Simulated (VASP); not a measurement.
# Y3Si2F (P-6m2) in VASP: further runs

The runs below take Y3Si2F through single point, relaxation of cell and atoms, with PBE.

Program: VASP 6.6.1. These are calculated values, not measurements. Logs are shortened: lines on timing, memory, paths and dates and some standing lists are left out, and cuts for length are marked.

### Step 1. The cell of the first run

It takes space group P-6m2 (No. 187, hexagonal). The conventional cell has a = 4.067 Å, b = 4.067 Å, c = 8.570 Å, α = 90.00°, β = 90.00°, γ = 120.00°. Within 3.3 Å of Y (site symmetry -6m2) lie 2 Si at 2.52 Å. Within 3.1 Å of Y (site symmetry 3m) lie 3 Si at 2.37 Å and 3 F at 2.77 Å and 1 Y at 2.94 Å. Si (site symmetry 3m) has 1 F at 1.76 Å within 2.3 Å. F (site symmetry -6m2) has 2 Si at 1.76 Å within 2.3 Å.

### Step 2. Single point, PBE

File INCAR:

```
PREC = Accurate ; ENCUT = 520
EDIFF = 1E-7 ; ISMEAR = 0
SIGMA = 0.1 ; LREAL = F
LASPH = T ; NELM = 80
ALGO = Normal ; ISIF = 2
LWAVE = F ; LCHARG = T
GGA = PE ; LELF = T
LVHAR = T ; NBANDS = 33
```

File KPOINTS:

```
regular mesh
0
Gamma
  6 6 2
```

File POSCAR:

```
Y3Si2F
1.0
    4.0673553500      0.0000000000      0.0000000000
   -2.0336776700      3.5224330600      0.0000000000
    0.0000000000      0.0000000000      8.5695439100
Y Si F
3 2 1
Direct
    0.6666666700      0.3333333300      0.0000000000
    0.3333333300      0.6666666700      0.6716509200
    0.3333333300      0.6666666700      0.3283490800
    0.6666666700      0.3333333300      0.7055504600
    0.6666666700      0.3333333300      0.2944495400
    0.6666666700      0.3333333300      0.5000000000
```

Potentials or basis: VASP PAW PBE potentials, release 64 (Y_sv, Si, F).

On the command line:

```
cat potpaw_PBE.64/Y_sv/POTCAR potpaw_PBE.64/Si/POTCAR potpaw_PBE.64/F/POTCAR > POTCAR
mpirun -np 1 vasp_std > vasp.out
```

OUTCAR:

```text
PREC = Accurate
   ENCUT = 520
   EDIFF = 1E-7
   ISMEAR = 0
   LREAL = F
   LASPH = T
   NELM = 80
   ISIF = 2
   GGA = PE

 ion  position               nearest neighbor table
   1  0.667  0.333  0.000-   4 2.52   5 2.52   2 3.66   3 3.66   2 3.66   3 3.66   2 3.66   3 3.66

   2  0.333  0.667  0.672-   4 2.37   4 2.37   4 2.37   6 2.77   6 2.77   6 2.77   3 2.94   1 3.66
                             1 3.66   1 3.66
   3  0.333  0.667  0.328-   5 2.37   5 2.37   5 2.37   6 2.77   6 2.77   6 2.77   2 2.94   1 3.66
                             1 3.66   1 3.66
   4  0.667  0.333  0.706-   6 1.76   2 2.37   2 2.37   2 2.37   1 2.52
   5  0.667  0.333  0.294-   6 1.76   3 2.37   3 2.37   3 2.37   1 2.52
   6  0.667  0.333  0.500-   4 1.76   5 1.76   2 2.77   3 2.77   2 2.77   3 2.77   2 2.77   3 2.77

  LATTYP: Found a hexagonal cell.
 ALAT       =     4.0673553500
 C/A-ratio  =     2.1069080945

  Lattice vectors:

 A1 = (   4.0673553500,   0.0000000000,   0.0000000000)
 A2 = (  -2.0336776700,   3.5224330600,   0.0000000000)
 A3 = (   0.0000000000,   0.0000000000,   8.5695439100)

Analysis of symmetry for initial positions (statically):
=====================================================================
 Subroutine PRICEL returns:
 Original cell was already a primitive cell.

 Routine SETGRP: Setting up the symmetry group for a
 hexagonal supercell.

 Subroutine GETGRP returns: Found 12 space group operations
 (whereof 12 operations were pure point group operations)
 out of a pool of 24 trial point group operations.

The static configuration has the point symmetry D_3h.

Analysis of symmetry for dynamics (positions and initial velocities):
=====================================================================
 Subroutine PRICEL returns:
 Original cell was already a primitive cell.

 Routine SETGRP: Setting up the symmetry group for a
 hexagonal supercell.

 Subroutine GETGRP returns: Found 12 space group operations
 (whereof 12 operations were pure point group operations)
 out of a pool of 24 trial point group operations.

The dynamic configuration has the point symmetry D_3h.

 Subroutine INISYM returns: Found 12 space group operations
 (whereof 12 operations are pure point group operations),
 and found     1 'primitive' translations

----------------------------------------------------------------------------------------

                                     Primitive cell

  volume of cell :     122.7757
[... 88 lines left out ...]
   EDIFFG = 0.1E-05   stopping-criterion for IOM
   NSW    =      0    number of steps for IOM
   IBRION =     -1    ionic relax: 0-MD 1-quasi-New 2-CG
   NFREE  =      0    steps in history (QN), initial steepest desc. (CG)
   ISIF   =      2    stress and relaxation
   ISYM   =      2    0-nonsym 1-usesym 2-fastsym
   POTIM  = 0.5000    time-step for ionic-motion
   TEBEG  =    0.0;   TEEND  =   0.0 temperature during run
   PSTRESS=    0.0 pullay stress
   NELECT =      48.0000    total number of electrons
   NUPDOWN=      -1.0000    fix difference up-down
   EMIN   =  10.00;   EMAX   =-10.00  energy-range for DOS
   EFERMI =   0.00;   METHOD = LEGACY
   ISMEAR =     0;   SIGMA  =   0.10  broadening in eV -4-tet -1-fermi 0-gaus
   EFERMI_NEDOS =   21; number of points for ismear=-14 and -15
   IALGO  =     38    algorithm
   IMIX   =      4    mixing-type and parameters
     AMIX     =   0.40;   BMIX     =  1.00
     AMIX_MAG =   1.60;   BMIX_MAG =  1.00
  volume/ion in A,a.u.               =      20.46       138.09
  Fermi-wavevector in a.u.,A,eV,Ry     =   1.197065  2.262125 19.496666  1.432965
  Thomas-Fermi vector in A             =   2.332989
   LORBIT       =      0    0 simple, 1 ext, 2 COOP (PROOUT), +10 PAW based schemes
   GGA     = PE    functional components
   LHFCALC =     F    Hartree Fock is set to
   AEXX    =    0.0000 exact exchange contribution
   IVDW    =     0    specifies the selected vdW correction
   LEPSILON=     F    determine dielectric tensor
   LRPA    =     F    only Hartree local field effects (RPA)
 non-spin polarized calculation
 Gauss-broadening in eV      SIGMA  =   0.10
  energy-cutoff  :      520.00
  volume of cell :      122.78
 maximum number of plane-waves:      3332
   NGX = 15   NGY = 15   NGZ = 31

 number of electron      48.0000009 magnetization

 Free energy of the ion-electron system (eV)
  ---------------------------------------------------
  ext. energy  EPLUGINS =         0.00000000
  ---------------------------------------------------
  free energy    TOTEN  =       -25.75357807 eV

  energy without entropy =      -25.72908448  energy(sigma->0) =      -25.74133127

 E-fermi :   4.9144     XC(G=0): -10.0293

 val. band max:        4.8779601798   @ k =   0.3333   0.1667   0.5000
 cond. band min:       4.9338973340   @ k =   0.3333   0.1667   0.5000
 fundamental gap:      0.0559371542
 Fermi energy:         4.9143737766

 k-point     1 :       0.0000    0.0000    0.0000
  band No.  band energies     occupation
      1     -37.7748      2.00000
      2     -36.9442      2.00000
      3     -36.8258      2.00000
      4     -24.1393      2.00000
      5     -18.0092      2.00000
      6     -17.7045      2.00000
[... 493 lines left out ...]
     32       8.1376      0.00000
     33       8.1783      0.00000

------------------------ aborting loop because EDIFF is reached ----------------------------------------

  FORCE on cell =-STRESS in cart. coord.  units (eV):
  Direction    XX          YY          ZZ          XY          YZ          ZX
  --------------------------------------------------------------------------------------
  -------------------------------------------------------------------------------------
  Total       30.2842569     30.2842569     27.2708657      0.0000000     -0.0000000      0.0000000
  in kB      395.1981746    395.1981747    355.8745516      0.0000006     -0.0000000      0.0000000
  external PRESSURE =     382.0903003 kB  Pullay stress =       0.0000000 kB

 VOLUME and BASIS-vectors are now :
 -----------------------------------------------------------------------------
  energy-cutoff  :      520.00
  volume of cell :      122.78
      direct lattice vectors                 reciprocal lattice vectors
     4.067355350  0.000000000  0.000000000     0.245860003  0.141947339  0.000000000
    -2.033677670  3.522433060  0.000000000     0.000000000  0.283894678  0.000000000
     0.000000000  0.000000000  8.569543910     0.000000000  0.000000000  0.116692325

 POSITION                                       TOTAL-FORCE (eV/Angst)
 -----------------------------------------------------------------------------------
      2.03368      1.17414      0.00000         0.000000      0.000000      0.000000
     -0.00000      2.34829      5.75574         0.000000      0.000000     -0.163278
     -0.00000      2.34829      2.81380         0.000000     -0.000000      0.163278
      2.03368      1.17414      6.04625        -0.000000      0.000000      4.096306
      2.03368      1.17414      2.52330        -0.000000      0.000000     -4.096306
      2.03368      1.17414      4.28477        -0.000000      0.000000      0.000000
 -----------------------------------------------------------------------------------
    total drift:                               -0.000030      0.000017      0.000000

  FREE ENERGIE OF THE ION-ELECTRON SYSTEM (eV)
  ---------------------------------------------------
  free  energy   TOTEN  =       -25.7535780675 eV

  energy  without entropy=      -25.7290844798  energy(sigma->0) =      -25.74133127
```

Run time: 80 s. Hardware: 1 thread of Intel Xeon Platinum 8375C at 2.90GHz (Ice Lake), shared host; peak memory 0.26 GiB.

What came out:

```yaml
Free_energy: -25.7536 eV
Pressure: 38.2 GPa
Largest_force: 4.096 eV/Å
Band_gap_on_the_k_mesh: zero (band 24 reaches 4.98 eV, above the bottom of band 25 at 4.78 eV)
```

Forces on the atoms (eV/Å):
```
Y    0.000  0.000  0.000
Y    0.000  0.000 -0.163
Y    0.000  0.000  0.163
Si   0.000  0.000  4.096
Si   0.000  0.000 -4.096
F    0.000  0.000  0.000
```

Caveat: the k points lie up to 0.37 Å⁻¹ apart; forces of over 1 eV/Å act on the atoms, so gaps and moduli don't describe the material at rest.

### Step 3. Single point, PBE

This run uses another cell than the first one, of 32.56 Å³/atom, 1.591 times its volume.

File INCAR:

```
SYSTEM = Y3Si2F
  PREC = Accurate
  ENCUT = 520
  EDIFF = 1E-7
  ISMEAR = 0
  SIGMA = 0.1
  LREAL = .FALSE.
  LASPH = .TRUE.
  NELM = 60
  ALGO = Normal
  ISIF = 2
  LWAVE = .FALSE.
  LCHARG = .FALSE.
  GGA = PE
  NBANDS = 33
```

File KPOINTS:

```
Automatic mesh
0
G
  6 6 2
  0 0 0
```

File POSCAR:

```
Y3Si2F
1.0
    4.9105114194     -0.0000000035      0.0000000000
   -2.4552557067      4.2526276365      0.0000000000
    0.0000000000      0.0000000000      9.3540355372
Y Si F
3 2 1
Direct
    0.6666666667      0.3333333333      0.0000000000
    0.3333333333      0.6666666667      0.7792293648
    0.3333333333      0.6666666667      0.2207706352
    0.6666666667      0.3333333333      0.7086980457
    0.6666666667      0.3333333333      0.2913019543
    0.6666666667      0.3333333333      0.5000000000
```

Potentials or basis: VASP PAW PBE potentials, release 64 (Y_sv, Si, F).

On the command line:

```
cat potpaw_PBE.64/Y_sv/POTCAR potpaw_PBE.64/Si/POTCAR potpaw_PBE.64/F/POTCAR > POTCAR
mpirun -np 1 vasp_std > vasp.out
```

It took 2.4 min on 1 thread of Intel Xeon Platinum 8375C at 2.90GHz (Ice Lake), shared host; peak memory 0.38 GiB.

It converged, with:

* Free energy: -33.2930 eV
* Pressure: -0.1 GPa
* Largest force: 0.015 eV/Å
* Band gap on the k mesh: zero (band 24 reaches 1.99 eV, above the bottom of band 25 at 1.93 eV)

Forces in eV/Å, atoms in the order of the input:
```
Y    0.000  0.000  0.000
Y    0.000  0.000  0.010
Y    0.000  0.000 -0.010
Si   0.000  0.000 -0.015
Si   0.000  0.000  0.015
F    0.000  0.000  0.000
```

Stress tensor (GPa, compression positive):
```
-0.21  0.00  0.00
 0.00 -0.21  0.00
 0.00  0.00  0.10
```

Levels at points of the mesh, in eV from the Fermi level:
| k point | band 22 | band 23 | band 24 | band 25 | band 26 | band 27 |
| --- | --- | --- | --- | --- | --- | --- |
| (0.00, 0.00, 0.00) | -0.97 | -0.91 | -0.91 | 0.45 | 0.45 | 1.48 |
| (0.50, 0.00, 0.00) | -0.83 | -0.66 | -0.16 | 0.62 | 0.91 | 1.02 |
| (0.00, 0.00, 0.50) | -1.10 | -1.10 | -0.10 | 0.47 | 0.47 | 0.69 |
| (0.50, 0.00, 0.50) | -0.66 | -0.41 | -0.17 | 0.24 | 0.95 | 1.07 |

### Step 4. Relaxation of cell and atoms, PBE

File INCAR:

```
ALGO = Normal
EDIFF = 1E-6
EDIFFG = -0.04
ENCUT = 600
GGA = PE
IBRION = 2
ISIF = 3
ISMEAR = 0
LASPH = T
LCHARG = F
LREAL = F
LWAVE = F
NELM = 100
NSW = 90
PREC = Accurate
SIGMA = 0.1
```

File KPOINTS:

```
k-points
0
Gamma
  6 6 2
```

File POSCAR:

```
Y3Si2F
1.0
    4.0673553500      0.0000000000      0.0000000000
   -2.0336776700      3.5224330600      0.0000000000
    0.0000000000      0.0000000000      8.5695439100
Y Si F
3 2 1
Direct
    0.6666666700      0.3333333300      0.0000000000
    0.3333333300      0.6666666700      0.6716509200
    0.3333333300      0.6666666700      0.3283490800
    0.6666666700      0.3333333300      0.7055504600
    0.6666666700      0.3333333300      0.2944495400
    0.6666666700      0.3333333300      0.5000000000
```

On the command line:

```
cat potpaw_PBE.64/Y_sv/POTCAR potpaw_PBE.64/Si/POTCAR potpaw_PBE.64/F/POTCAR > POTCAR
mpirun -np 1 vasp_std > vasp.out
```

Wall time 52 min (1 thread of Intel Xeon 6975P-C, shared host); peak memory 0.32 GiB.

It converged, with:

```yaml
Free_energy: -34.4486 eV
Relaxed_volume: 23.36 Å³/atom
Relaxed_cell: a = 3.547 Å, b = 3.547 Å, c = 12.862 Å, α = 90.00°, β = 90.00°, γ = 120.00°
Space_group_after_relaxing_to_0.05_Å: P-6m2 (No. 187)
Energy_gained_by_relaxing: 1448.6 meV/atom
Ionic_steps: 67
Pressure_after_relaxing: 0.0 GPa
Largest_force_after_relaxing: 0.013 eV/Å
Band_gap_on_the_k_mesh: zero (band 24 reaches 5.28 eV, above the bottom of band 25 at 4.13 eV)
```

Forces in eV/Å, atoms in the order of the input:
```
Y    0.000  0.000  0.000
Y    0.000  0.000 -0.013
Y    0.000  0.000  0.013
Si   0.000  0.000  0.000
Si   0.000  0.000  0.000
F    0.000  0.000  0.000
```

Stress tensor (GPa, compression positive):
```
-0.09  0.00  0.00
 0.00 -0.09  0.00
 0.00  0.00  0.21
```

Step by step:
| step | energy change (eV) | largest force (eV/Å) | pressure (GPa) | volume (Å³) |
| --- | --- | --- | --- | --- |
| 1 | 0.0000 | 4.0932 | 38.20 | 122.78 |
| 3 | -6.5520 | 1.1918 | 0.13 | 191.22 |
| 5 | -6.7125 | 0.8058 | -0.33 | 193.33 |
| 7 | -6.8409 | 0.8740 | -0.16 | 194.24 |
| 9 | -6.9988 | 0.1126 | 0.51 | 193.39 |
| 11 | -7.0130 | 0.0597 | -0.05 | 196.50 |
| 13 | -7.0181 | 0.1164 | 0.01 | 196.91 |
| 15 | -7.0197 | 0.0718 | 0.10 | 196.55 |
| 17 | -7.0210 | 0.1025 | 0.28 | 195.91 |
| 19 | -7.0272 | 0.1482 | 0.27 | 196.12 |
| 21 | -7.0715 | 0.3246 | 0.22 | 196.91 |
| 23 | -6.8231 | 2.7217 | -0.89 | 198.97 |
| 25 | -7.1127 | 0.9276 | -0.08 | 197.92 |
| 27 | -7.1138 | 0.9560 | -0.11 | 197.97 |
| 29 | -7.1158 | 1.0773 | -0.21 | 198.19 |
| 31 | -7.1228 | 1.0647 | -0.23 | 198.19 |
| 33 | -7.1532 | 1.0086 | -0.32 | 198.22 |
| 35 | -7.2570 | 0.8095 | -0.73 | 198.22 |
| 37 | -7.3237 | 0.5284 | -2.82 | 196.97 |
| 39 | -7.3940 | 0.5044 | -1.61 | 195.77 |
| 41 | -7.4860 | 1.3017 | 1.54 | 178.61 |
| 43 | -7.5438 | 1.0517 | 0.67 | 181.19 |
| 45 | -7.9121 | 0.7021 | 0.62 | 168.40 |
| 47 | -8.2688 | 0.2643 | 2.37 | 146.38 |
| 49 | -8.4107 | 0.6856 | 1.44 | 143.64 |
| 51 | -8.4136 | 0.9294 | 1.18 | 142.66 |
| 53 | -8.5692 | 0.5471 | -0.30 | 144.98 |
| 55 | -8.6205 | 0.3403 | -1.66 | 147.44 |
| 57 | -8.6629 | 0.4369 | 0.10 | 142.83 |
| 59 | -8.6747 | 0.3373 | 0.27 | 141.89 |
| 61 | -8.6894 | 0.0581 | -0.09 | 141.17 |
| 63 | -8.6897 | 0.0545 | -0.01 | 140.89 |
| 65 | -8.6901 | 0.0460 | 0.12 | 140.50 |
| 67 | -8.6913 | 0.0126 | 0.01 | 140.16 |

Final structure:
```cif
data_structure
_symmetry_space_group_name_H-M 'P 1'
_symmetry_Int_Tables_number 1
_cell_length_a 3.5471
_cell_length_b 3.5471
_cell_length_c 12.8625
_cell_angle_alpha 90.000
_cell_angle_beta 90.000
_cell_angle_gamma 120.000
_cell_volume 140.16
loop_
_atom_site_label
_atom_site_type_symbol
_atom_site_fract_x
_atom_site_fract_y
_atom_site_fract_z
_atom_site_occupancy
Y1 Y 0.66667 0.33333 0.00000 1
Y2 Y 0.33333 0.66667 0.63004 1
Y3 Y 0.33333 0.66667 0.36996 1
Si1 Si 0.66667 0.33333 0.78374 1
Si2 Si 0.66667 0.33333 0.21626 1
F1 F 0.66667 0.33333 0.50000 1
```

Levels at points of the mesh, in eV from the Fermi level:
```
           k point  band 22  band 23  band 24  band 25  band 26  band 27
(0.00, 0.00, 0.00)    -0.20     0.24     0.99     1.01     1.01     1.05
(0.50, 0.00, 0.00)    -1.11    -0.68    -0.27     0.11     0.75     0.86
(0.00, 0.00, 0.50)    -0.01     0.48     0.53     0.99     0.99     1.07
(0.50, 0.00, 0.50)    -1.42    -0.62     0.00     0.11     0.67     0.71
```

Caveat: the k points lie up to 0.34 Å⁻¹ apart in the final cell.

(Continued in part 2 of 2.)
